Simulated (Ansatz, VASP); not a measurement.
One calculation of Si4O7, two programs

```xyz
11
Lattice="0.0000 4.2358 -2.6899 0.0000 -4.2358 -2.6899 -4.2358 0.0000 2.6899" Properties=species:S:1:pos:R:3 pbc="T T T"
Si   -2.1179   -2.1179   -1.3450
Si   -2.1179    2.1179   -1.3450
Si   -4.2358    0.0000    2.6899
Si   -4.2358    0.0000    0.0000
O    -1.3003    2.9355   -2.6899
O    -3.4182   -0.8176   -1.3450
O    -3.4182   -0.8176    1.3450
O    -2.9355   -2.9355    0.0000
O    -2.0295    2.0295    0.0000
O    -0.8176    0.8176   -4.0349
O    -0.8176    0.8176   -1.3450
```

Change from the starting cell: O vacancy; atom 9 moved 0.500 of the way to it and -0.125 Å across, host rigid.

Alike in both runs: task single point; functional PBE; k mesh 6 × 6 × 6; occupations gaussian, width 0.05 eV; no spin polarisation.

|  | VASP | Ansatz |
| --- | --- | --- |
| version | VASP 6.6.1 | Ansatz 0.2.0 |
| potentials or method | VASP PAW PBE potentials, release 64 (Si, O), cutoff 520 eV | scalar-relativistic, plane waves, PAW |
| valence electrons in the cell | 58 | 58 |

Ansatz gave:

| Property | Result |
| --- | --- |
| gap on the k mesh at the Fermi level (eV) | none |
| rms of the force components (eV/Å) | 4.929 |

Problem. Which values does VASP return?

Solution. gap on the k mesh at the Fermi level (eV): none; rms of the force components (eV/Å): 4.821.

Atom by atom the forces differ by 0.110 eV/Å (rms over components). A gap of «none» marks a metal or a gap that the smearing closes.
